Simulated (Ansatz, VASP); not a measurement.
## Li2S in VASP and in Ansatz

Contents of INCAR:

```
SYSTEM = Li2S
PREC     = Accurate       ! precision mode
ENCUT    = 650            ! plane-wave cutoff, eV
EDIFF    = 1E-8           ! SCF threshold, eV
ISMEAR   = -1             ! smearing method
SIGMA    = 0.02           ! smearing width, eV
LREAL    = .False.        ! projectors in reciprocal space
LASPH    = .True.         ! aspherical terms in the spheres
NELM     = 120            ! most SCF steps
ALGO     = Normal         ! electronic algorithm
ISIF     = 2              ! what is computed and relaxed
LWAVE    = .False.        ! write WAVECAR
LCHARG   = .False.        ! write CHGCAR
LEFG     = .True.       
NBANDS   = 13             ! bands
GGA_COMPAT= .False.
```

The input KPOINTS:

```
Automatic mesh
0
Gamma
  7 7 7
  0 0 0
```

The input POSCAR:

```
Li2S
1.0
    0.0000000000      2.7957387543      2.7957387543
    2.7957387543      0.0000000000      2.7957387543
    2.7957387543      2.7957387543      0.0000000000
Li S
2 1
Direct
    0.2500000000      0.2500000000      0.2500000000
    0.7500000000      0.7500000000      0.7500000000
    0.0000000000      0.0000000000      0.0000000000
```

Input for Ansatz:

```yaml
crystal:
  lattice:
    - [0.0, 2.7957387543, 2.7957387543]
    - [2.7957387543, 0.0, 2.7957387543]
    - [2.7957387543, 2.7957387543, 0.0]
  atoms:
    - { symbol: Li, position: [0.25, 0.25, 0.25] }
    - { symbol: Li, position: [0.75, 0.75, 0.75] }
    - { symbol: S, position: [0.0, 0.0, 0.0] }
kpoints:
  mp_grid: { grid: [7, 7, 7] }
scf:
  occupations: { method: fermi_dirac, width: 0.02 }
hamiltonian:
  xc: lda
  pseudopotentials: { kind: all_electron, datasets: crystal }
output:
  forces: true
  stress: true
  eigenvalues: true
  efg: { contact_densities: true }
```

Change from the starting cell: volume scaled by 0.94, crystal datasets.

Alike in both runs: task electric field gradients; functional LDA; k mesh 7 × 7 × 7; occupations fermi-dirac, width 0.02 eV; no spin polarisation.

```csv
,VASP,Ansatz
version,VASP 6.6.1,Ansatz 0.2.0
potentials or method,"VASP PAW LDA potentials, release 64 (Li_sv, S), cutoff 650 eV","all-electron PAW with datasets made for the crystal, scalar-relativistic"
```

|  | VASP | Ansatz | Ansatz less VASP |
| --- | --- | --- | --- |
| gap on the k mesh at the Fermi level (eV) | 3.28 | 3.28 | +0.001 |
| pressure (GPa) | -0.7 | -0.6 | +0.17 |

LDA's correlation is that of Perdew and Zunger in VASP and of Perdew and Wang (1992) in Ansatz. Ansatz ran all-electron here, and VASP with PAW potentials.
